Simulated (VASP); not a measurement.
# MgS (R-3m) in VASP: notebook

The runs below take MgS through single point, with PBEsol.

Everything below comes from runs of VASP 6.6.1. Logs are shortened: lines on timing, memory, paths and dates and some standing lists are left out, and cuts for length are marked.

## 1. The cell of the first run

It takes space group R-3m (No. 166, trigonal). Conventional cell: a = 3.769 Å, b = 3.769 Å, c = 8.587 Å, α = 90.00°, β = 90.00°, γ = 120.00°. Within 3.4 Å of Mg (site symmetry -3m) lie 6 S at 2.60 Å. Within 3.4 Å of S (site symmetry -3m) lie 6 Mg at 2.60 Å.

## 2. Single point, PBEsol

Input file INCAR:

```
  PREC = Accurate
  ENCUT = 520
  EDIFF = 1E-7
  ISMEAR = 0
  SIGMA = 0.05
  LREAL = F
  LASPH = T
  NELM = 60
  ALGO = Normal
  ISIF = 2
  LWAVE = F
  LCHARG = T
  GGA = PS
  LELF = T
  LVHAR = T
  NBANDS = 11
```

Input file KPOINTS:

```
Automatic mesh
0
Gamma
  8 8 8
```

Input file POSCAR:

```
MgS
1.0
   -0.1243830882      2.5409688015      2.5409688015
    2.5409688015     -0.1243830882      2.5409688015
    2.5409688015      2.5409688015     -0.1243830882
Mg S
1 1
Direct
    0.0000000000      0.0000000000      0.0000000000
    0.5000000000      0.5000000000      0.5000000000
```

Potentials or basis: VASP PAW PBE potentials, release 64 (Mg, S).

On the command line:

```
$ cat potpaw_PBE.64/Mg/POTCAR potpaw_PBE.64/S/POTCAR > POTCAR
$ mpirun -np 1 vasp_std > vasp.out
```

OUTCAR:

```text
PREC = Accurate
   ENCUT = 520
   EDIFF = 1E-7
   ISMEAR = 0
   LREAL = F
   LASPH = T
   NELM = 60
   ISIF = 2
   GGA = PS

 ion  position               nearest neighbor table
   1  0.000  0.000  0.000-   2 2.60   2 2.60   2 2.60   2 2.60   2 2.60   2 2.60
   2  0.500  0.500  0.500-   1 2.60   1 2.60   1 2.60   1 2.60   1 2.60   1 2.60

  LATTYP: Found a trigonal (rhomboedric) cell.
 ALAT       =     3.5956245706
 COS(alpha) =     0.4505091948

  Lattice vectors:

 A1 = (  -0.1243830882,   2.5409688015,   2.5409688015)
 A2 = (   2.5409688015,  -0.1243830882,   2.5409688015)
 A3 = (   2.5409688015,   2.5409688015,  -0.1243830882)

Analysis of symmetry for initial positions (statically):
=====================================================================
 Subroutine PRICEL returns:
 Original cell was already a primitive cell.

 Routine SETGRP: Setting up the symmetry group for a
 trigonal (rhombohedral) supercell.

 Subroutine GETGRP returns: Found 12 space group operations
 (whereof 12 operations were pure point group operations)
 out of a pool of 12 trial point group operations.

The static configuration has the point symmetry D_3d.

Analysis of symmetry for dynamics (positions and initial velocities):
=====================================================================
 Subroutine PRICEL returns:
 Original cell was already a primitive cell.

 Routine SETGRP: Setting up the symmetry group for a
 trigonal (rhombohedral) supercell.

 Subroutine GETGRP returns: Found 12 space group operations
 (whereof 12 operations were pure point group operations)
 out of a pool of 12 trial point group operations.

The dynamic configuration has the point symmetry D_3d.

 Subroutine INISYM returns: Found 12 space group operations
 (whereof 12 operations are pure point group operations),
 and found     1 'primitive' translations

----------------------------------------------------------------------------------------

                                     Primitive cell

  volume of cell :      35.2190

  direct lattice vectors                    reciprocal lattice vectors
    -0.124383088  2.540968802  2.540968802    -0.182885869  0.192299112  0.192299112
     2.540968802 -0.124383088  2.540968802     0.192299112 -0.182885869  0.192299112
     2.540968802  2.540968802 -0.124383088     0.192299112  0.192299112 -0.182885869

  length of vectors
     3.595624571  3.595624571  3.595624571     0.327727232  0.327727232  0.327727232

  position of ions in fractional coordinates (direct lattice)
     0.000000000  0.000000000  0.000000000
     0.500000000  0.500000000  0.500000000

  ion indices of the primitive-cell ions
   primitive index   ion index
                 1           1
                 2           2

----------------------------------------------------------------------------------------

 KPOINTS: Automatic mesh

Automatic generation of k-mesh.
 Grid dimensions read from file:
 generate k-points for:    8    8    8

 Generating k-lattice:

  Cartesian coordinates                     Fractional coordinates (reciprocal lattice)
    -0.022860734  0.024037389  0.024037389     0.125000000  0.000000000  0.000000000
     0.024037389 -0.022860734  0.024037389     0.000000000  0.125000000  0.000000000
     0.024037389  0.024037389 -0.022860734     0.000000000  0.000000000  0.125000000

  Length of vectors
     0.040965904  0.040965904  0.040965904

  Shift w.r.t. Gamma in fractional coordinates (k-lattice)
     0.000000000  0.000000000  0.000000000

 Subroutine IBZKPT returns following result:
 ===========================================

 Found     65 irreducible k-points:

 Following reciprocal coordinates:
            Coordinates               Weight
  0.000000  0.000000  0.000000      1.000000
  0.125000  0.000000  0.000000      6.000000
  0.250000  0.000000  0.000000      6.000000
  0.375000  0.000000  0.000000      6.000000
  0.500000  0.000000  0.000000      3.000000
  0.125000  0.125000  0.000000      6.000000
[... 16 lines left out ...]
  0.250000  0.125000  0.125000      6.000000
  0.375000  0.125000  0.125000      6.000000
 [... further k-points ...]
   k-points           NKPTS =     65   k-points in BZ     NKDIM =     65   number of bands    NBANDS=     11
   number of dos      NEDOS =    301   number of ions     NIONS =      2
   total plane-waves  NPLWV =  21952
   dimension x,y,z NGX =    28 NGY =   28 NGZ =   28
   dimension x,y,z NGXF=    56 NGYF=   56 NGZF=   56
   ions per type =               1   1
   NGX,Y,Z   is equivalent  to a cutoff of  12.95, 12.95, 12.95 a.u.
   NGXF,Y,Z  is equivalent  to a cutoff of  25.89, 25.89, 25.89 a.u.
 SYSTEM =  unknown system
   PREC   = accura    normal or accurate (medium, high low for compatibility)
   ISTART =      0    job   : 0-new  1-cont  2-samecut
   ICHARG =      2    charge: 1-file 2-atom 10-const
   ISPIN  =      1    spin polarized calculation?
   LNONCOLLINEAR =      F non collinear calculations
   LSORBIT =      F    spin-orbit coupling
   LASPH  =      T    aspherical Exc in radial PAW
   ENCUT  =  520.0 eV  38.22 Ry    6.18 a.u.   6.69  6.69  6.69*2*pi/ulx,y,z
   NELM   =     60;   NELMIN=  2; NELMDL= -5     # of ELM steps
   EDIFF  = 0.1E-06   stopping-criterion for ELM
   LREAL  =      F    real-space projection
   EDIFFG = 0.1E-05   stopping-criterion for IOM
   NSW    =      0    number of steps for IOM
   IBRION =     -1    ionic relax: 0-MD 1-quasi-New 2-CG
   NFREE  =      0    steps in history (QN), initial steepest desc. (CG)
   ISIF   =      2    stress and relaxation
   ISYM   =      2    0-nonsym 1-usesym 2-fastsym
   POTIM  = 0.5000    time-step for ionic-motion
   TEBEG  =    0.0;   TEEND  =   0.0 temperature during run
   PSTRESS=    0.0 pullay stress
   NELECT =       8.0000    total number of electrons
   NUPDOWN=      -1.0000    fix difference up-down
   EMIN   =  10.00;   EMAX   =-10.00  energy-range for DOS
   EFERMI =   0.00;   METHOD = LEGACY
   ISMEAR =     0;   SIGMA  =   0.05  broadening in eV -4-tet -1-fermi 0-gaus
   EFERMI_NEDOS =   21; number of points for ismear=-14 and -15
   IALGO  =     38    algorithm
   IMIX   =      4    mixing-type and parameters
     AMIX     =   0.40;   BMIX     =  1.00
     AMIX_MAG =   1.60;   BMIX_MAG =  1.00
  volume/ion in A,a.u.               =      17.61       118.83
  Fermi-wavevector in a.u.,A,eV,Ry     =   0.998878  1.887606 13.575323  0.997758
  Thomas-Fermi vector in A             =   2.131131
   LORBIT       =      0    0 simple, 1 ext, 2 COOP (PROOUT), +10 PAW based schemes
   GGA     = PS    functional components
   LHFCALC =     F    Hartree Fock is set to
   AEXX    =    0.0000 exact exchange contribution
   IVDW    =     0    specifies the selected vdW correction
   LEPSILON=     F    determine dielectric tensor
   LRPA    =     F    only Hartree local field effects (RPA)
 non-spin polarized calculation
 Gauss-broadening in eV      SIGMA  =   0.05
  energy-cutoff  :      520.00
  volume of cell :       35.22
 maximum number of plane-waves:       958
   NGX = 13   NGY = 13   NGZ = 13

 number of electron       8.0000001 magnetization

 Free energy of the ion-electron system (eV)
  ---------------------------------------------------
  ext. energy  EPLUGINS =         0.00000000
  ---------------------------------------------------
  free energy    TOTEN  =        -9.03443064 eV

  energy without entropy =       -9.03443064  energy(sigma->0) =       -9.03443064

 E-fermi :   4.3563     XC(G=0):  -9.8382

 val. band max:        4.0898229416   @ k =   0.0000   0.0000   0.0000
 cond. band min:       6.2996963140   @ k =   0.5000   0.5000   0.0000
 fundamental gap:      2.2098733724
 Fermi energy:         4.3562539130

 k-point     1 :       0.0000    0.0000    0.0000
  band No.  band energies     occupation
      1      -8.9973      2.00000
      2       3.4906      2.00000
      3       3.4906      2.00000
      4       4.0898      2.00000
      5       7.1787      0.00000
      6      11.1407      0.00000
      7      11.1407      0.00000
      8      12.5135      0.00000
      9      14.0435      0.00000
     10      14.0435      0.00000
     11      15.8149      0.00000

 k-point     2 :       0.1250    0.0000    0.0000
  band No.  band energies     occupation
      1      -8.8504      2.00000
      2       2.4762      2.00000
      3       3.4135      2.00000
      4       3.9229      2.00000
      5       8.0082      0.00000
      6      11.0061      0.00000
      7      11.4172      0.00000
      8      12.5672      0.00000
      9      13.2689      0.00000
     10      13.6118      0.00000
     11      16.3622      0.00000

 k-point     3 :       0.2500    0.0000    0.0000
  band No.  band energies     occupation
      1      -8.4529      2.00000
      2       0.7201      2.00000
      3       3.2451      2.00000
      4       3.6738      2.00000
      5       8.5460      0.00000
      6      11.2900      0.00000
      7      11.6577      0.00000
      8      11.9658      0.00000
      9      13.4335      0.00000
     10      14.5739      0.00000
     11      15.6265      0.00000

 k-point     4 :       0.3750    0.0000    0.0000
  band No.  band energies     occupation
      1      -7.9680      2.00000
      2      -0.7147      2.00000
      3       3.0970      2.00000
      4       3.4653      2.00000
      5       8.3267      0.00000
      6      10.6544      0.00000
      7      11.3389      0.00000
      8      13.1626      0.00000
      9      15.1546      0.00000
     10      15.2016      0.00000
     11      16.6651      0.00000

 k-point     5 :       0.5000    0.0000    0.0000
  band No.  band energies     occupation
      1      -7.7274      2.00000
      2      -1.2873      2.00000
      3       3.0406      2.00000
      4       3.3863      2.00000
      5       8.1986      0.00000
      6      10.4047      0.00000
      7      11.1182      0.00000
      8      13.7236      0.00000
      9      15.5253      0.00000
     10      17.3112      0.00000
     11      18.1409      0.00000
[... 211 lines left out ...]
 k-point    21 :       0.5000    0.5000    0.0000
  band No.  band energies     occupation
      1      -7.2814      2.00000
      2      -0.5716      2.00000
      3       1.6788      2.00000
      4       2.3074      2.00000
      5       6.2997      0.00000
      6       8.0374      0.00000
      7      15.2358      0.00000
      8      16.3873      0.00000
      9      16.7689      0.00000
     10      17.3260      0.00000
     11      19.1818      0.00000

 k-point    22 :       0.1250    0.1250    0.1250
  band No.  band energies     occupation
      1      -8.8241      2.00000
      2       3.0017      2.00000
      3       3.3619      2.00000
      4       3.3619      2.00000
      5       7.9275      0.00000
      6      11.4428      0.00000
      7      11.4428      0.00000
      8      11.8412      0.00000
      9      13.1981      0.00000
     10      13.1981      0.00000
     11      15.9632      0.00000

 k-point    23 :       0.2500    0.1250    0.1250
  band No.  band energies     occupation
      1      -8.5779      2.00000
      2       1.7329      2.00000
      3       3.1016      2.00000
      4       3.4050      2.00000
      5       8.7331      0.00000
      6      10.7750      0.00000
      7      11.7316      0.00000
      8      11.8998      0.00000
      9      11.9698      0.00000
     10      14.6170      0.00000
     11      16.8883      0.00000

 k-point    24 :       0.3750    0.1250    0.1250
  band No.  band energies     occupation
      1      -8.1379      2.00000
      2       0.1888      2.00000
      3       2.7855      2.00000
      4       3.2334      2.00000
      5       9.2089      0.00000
      6      11.0759      0.00000
      7      11.1128      0.00000
      8      11.2364      0.00000
      9      12.9692      0.00000
     10      16.8213      0.00000
     11      17.1616      0.00000

 [... further k-points ...]

------------------------ aborting loop because EDIFF is reached ----------------------------------------

  FORCE on cell =-STRESS in cart. coord.  units (eV):
  Direction    XX          YY          ZZ          XY          YZ          ZX
  --------------------------------------------------------------------------------------
  -------------------------------------------------------------------------------------
  Total       -0.2510816     -0.2510816     -0.2510816      0.5197912      0.5197912      0.5197912
  in kB      -11.4221776    -11.4221776    -11.4221776     23.6462816     23.6462816     23.6462816
  external PRESSURE =     -11.4221776 kB  Pullay stress =       0.0000000 kB

 VOLUME and BASIS-vectors are now :
 -----------------------------------------------------------------------------
  energy-cutoff  :      520.00
  volume of cell :       35.22
      direct lattice vectors                 reciprocal lattice vectors
    -0.124383088  2.540968802  2.540968802    -0.182885869  0.192299112  0.192299112
     2.540968802 -0.124383088  2.540968802     0.192299112 -0.182885869  0.192299112
     2.540968802  2.540968802 -0.124383088     0.192299112  0.192299112 -0.182885869

 POSITION                                       TOTAL-FORCE (eV/Angst)
 -----------------------------------------------------------------------------------
      0.00000      0.00000      0.00000         0.000000     -0.000000      0.000000
      2.47878      2.47878      2.47878        -0.000000      0.000000     -0.000000
 -----------------------------------------------------------------------------------
    total drift:                                0.000000      0.000000      0.000000

  FREE ENERGIE OF THE ION-ELECTRON SYSTEM (eV)
  ---------------------------------------------------
  free  energy   TOTEN  =        -9.0344306366 eV

  energy  without entropy=       -9.0344306366  energy(sigma->0) =       -9.03443064
```

Run time: 12 s. Hardware: 1 thread of AMD EPYC 9R45 (Zen 5), shared host; peak memory 0.14 GiB.

What came out:

```
Free energy            : -9.0344 eV
Pressure               : -1.1 GPa
Band gap on the k mesh : 2.21 eV, indirect (least direct gap 3.09 eV)
```

Levels at points of the mesh, in eV from the valence-band top:
```tsv
k point	band 1	band 2	band 3	band 4	band 5	band 6	band 7	band 8
(0.00, 0.00, 0.00)	-13.09	-0.60	-0.60	0.00	3.09	7.05	7.05	8.42
(0.50, 0.00, 0.00)	-11.82	-5.38	-1.05	-0.70	4.11	6.31	7.03	9.63
(0.50, 0.50, 0.00)	-11.37	-4.66	-2.41	-1.78	2.21	3.95	11.15	12.30
(0.50, 0.50, 0.50)	-11.56	-5.06	-1.32	-1.32	3.51	5.87	5.87	9.39
```

Caveat: the PAW data sets were made with another functional, which shifts forces and pressure a little.

## 3. Single point, PBEsol

This run uses another cell than the first one, of the same volume but with other edges.

Input file INCAR:

```
  PREC = Accurate
  ENCUT = 520
  EDIFF = 1E-6
  ISMEAR = 0
  SIGMA = 0.05
  LREAL = F
  LASPH = T
  NELM = 80
  ALGO = Normal
  ISIF = 2
  LWAVE = F
  LCHARG = F
  GGA = PS
  NBANDS = 11
```

Input file KPOINTS:

```
regular mesh
0
Gamma
  8 8 8
```

Input file POSCAR:

```
MgS
1.0
    0.1352403689      2.6709972851      2.6709972851
    2.6709972851      0.1352403689      2.6709972851
    2.6709972851      2.6709972851      0.1352403689
Mg S
1 1
Direct
    0.0000000000      0.0000000000      0.0000000000
    0.5000000000      0.5000000000      0.5000000000
```

Potentials or basis: VASP PAW PBE potentials, release 64 (Mg, S).

On the command line:

```
$ cat potpaw_PBE.64/Mg/POTCAR potpaw_PBE.64/S/POTCAR > POTCAR
$ mpirun -np 1 vasp_std > vasp.out
```

Run time: 11 s. Hardware: 1 thread of AMD EPYC 9R45 (Zen 5), shared host; peak memory 0.14 GiB.

It converged, with:

- Free energy: -9.0241 eV
- Pressure: -1.1 GPa
- Band gap on the k mesh: 2.34 eV, indirect (least direct gap 3.16 eV)

Stress tensor (GPa, compression positive):
```
-1.13 -2.99 -2.99
-2.99 -1.13 -2.99
-2.99 -2.99 -1.13
```

Levels at points of the mesh, in eV from the valence-band top:
```csv
k point,band 1,band 2,band 3,band 4,band 5,band 6,band 7,band 8
"(0.00, 0.00, 0.00)",-12.95,-0.76,0.00,0.00,3.16,6.94,8.04,8.04
"(0.50, 0.00, 0.00)",-11.54,-5.07,-1.17,-0.75,3.88,6.16,6.72,9.69
"(0.50, 0.50, 0.00)",-11.23,-4.52,-2.27,-1.63,2.34,4.09,11.19,12.43
"(0.50, 0.50, 0.50)",-11.81,-5.41,-0.49,-0.49,4.69,7.17,7.17,9.74
```

Caveat: the PAW data sets were made with another functional, which shifts forces and pressure a little. A k mesh can miss the band edges.
